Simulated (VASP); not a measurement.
A run of VASP 6.6.1:

INCAR

```
SYSTEM = Pb33S32
PREC = Accurate ; ENCUT = 450
EDIFF = 1E-7 ; ISMEAR = -1
SIGMA = 0.05 ; LREAL = Auto
LASPH = .True. ; NELM = 120
ALGO = Normal ; ISIF = 2
LWAVE = .False. ; LCHARG = .False.
GGA = PS ; IBRION = 2
NSW = 100 ; EDIFFG = -0.03
ISYM = -1 ; GGA_COMPAT = .False.
NELMIN = 4 ; KPAR = 1
```

KPOINTS

```
explicit points
1
Reciprocal
  0.25000000   0.25000000   0.25000000 1
```

File POSCAR:

```
Pb33S32
1.0
   11.8000000000      0.0000000000      0.0000000000
    0.0000000000     11.8000000000      0.0000000000
    0.0000000000      0.0000000000     11.8000000000
S Pb
32 33
Direct
    0.2520910000      0.0017450000      0.0013840000
    0.2501670000      0.0007380000      0.5005830000
    0.2510000000      0.5006910000      0.9988210000
    0.1676160000      0.4198970000      0.4984910000
    0.7490920000      0.0004510000      0.9987660000
    0.7459620000      0.0004600000      0.4981150000
    0.7486010000      0.5009560000      0.9986000000
    0.7499420000      0.5015600000      0.5009200000
    0.0034270000      0.2488400000      0.9987900000
    0.9981870000      0.2535270000      0.4992970000
    0.9983250000      0.7510540000      0.0035120000
    0.9997810000      0.7483200000      0.5006730000
    0.4974420000      0.2497950000      0.0031670000
    0.5025100000      0.2509170000      0.4998720000
    0.5004280000      0.7518860000      0.0035840000
    0.5013510000      0.7485960000      0.5008130000
    0.9985360000      0.0008300000      0.2470760000
    0.0005990000      0.9998280000      0.7507440000
    0.9979970000      0.5019140000      0.2506300000
    0.9989230000      0.4986850000      0.7517430000
    0.4974730000      0.9998690000      0.2502550000
    0.4995920000      0.0030110000      0.7484160000
    0.4988580000      0.5016520000      0.2517940000
    0.5017990000      0.4989050000      0.7490020000
    0.2499370000      0.2480320000      0.2475180000
    0.2466460000      0.2514610000      0.7491920000
    0.2491610000      0.7517780000      0.2518660000
    0.2513540000      0.7495900000      0.7490740000
    0.7492420000      0.2502290000      0.2506560000
    0.7471230000      0.2500580000      0.7501770000
    0.7516230000      0.7514950000      0.2496100000
    0.7499210000      0.7486040000      0.7489590000
    0.0002170000      0.9983380000      0.9987930000
    0.0009520000      0.9989120000      0.5007250000
    0.9972710000      0.5016250000      0.9989110000
    0.0006160000      0.4989370000      0.5013490000
    0.5046540000      0.0000860000      0.9992510000
    0.4983680000      0.0004700000      0.4964570000
    0.4994460000      0.4996530000      0.0007220000
    0.4985200000      0.4997840000      0.4987700000
    0.2507190000      0.2496670000      0.0011380000
    0.2524980000      0.2497840000      0.4986880000
    0.2500450000      0.7493980000      0.9988720000
    0.2505680000      0.7497330000      0.4996500000
    0.7501050000      0.2500060000      0.0044350000
    0.7500330000      0.2450990000      0.5007870000
    0.7469480000      0.7492440000      0.9997790000
    0.7502400000      0.7512590000      0.5005230000
    0.2511110000      0.0045060000      0.2515450000
    0.2507520000      0.9975890000      0.7477600000
    0.2486570000      0.4983580000      0.2486670000
    0.2505250000      0.4974590000      0.7478530000
    0.7486280000      0.9995350000      0.2518260000
    0.7472690000      0.0010080000      0.7517730000
    0.7480070000      0.4993090000      0.2489960000
    0.7526080000      0.4999600000      0.7501500000
    0.9961010000      0.2488940000      0.2479280000
    0.0006200000      0.2524990000      0.7497430000
    0.0004610000      0.7487190000      0.2506450000
    0.0005600000      0.7491090000      0.7505720000
    0.5029240000      0.2469680000      0.2507550000
    0.4991700000      0.2489800000      0.7500040000
    0.4986610000      0.7506270000      0.2508730000
    0.5015120000      0.7479570000      0.7506070000
    0.3349480000      0.5832780000      0.5012030000
```

Potentials or basis: VASP PAW PBE potentials, release 64 (S, Pb_d).

Run with:

```sh
$ cat potpaw_PBE.64/S/POTCAR potpaw_PBE.64/Pb_d/POTCAR > POTCAR
$ mpirun -np 8 vasp_std > vasp.out
```

Hardware: 8 MPI ranks on Intel(R) Xeon(R) 6975P-C (Granite Rapids), on a shared host.

Task: Estimate the wall time of this run.

Result: It took 80 min on 8 MPI ranks on Intel(R) Xeon(R) 6975P-C (Granite Rapids), on a shared host, peak memory 0.44 GiB a rank. Counts: scf iterations 665, k points 1, ion steps 56.
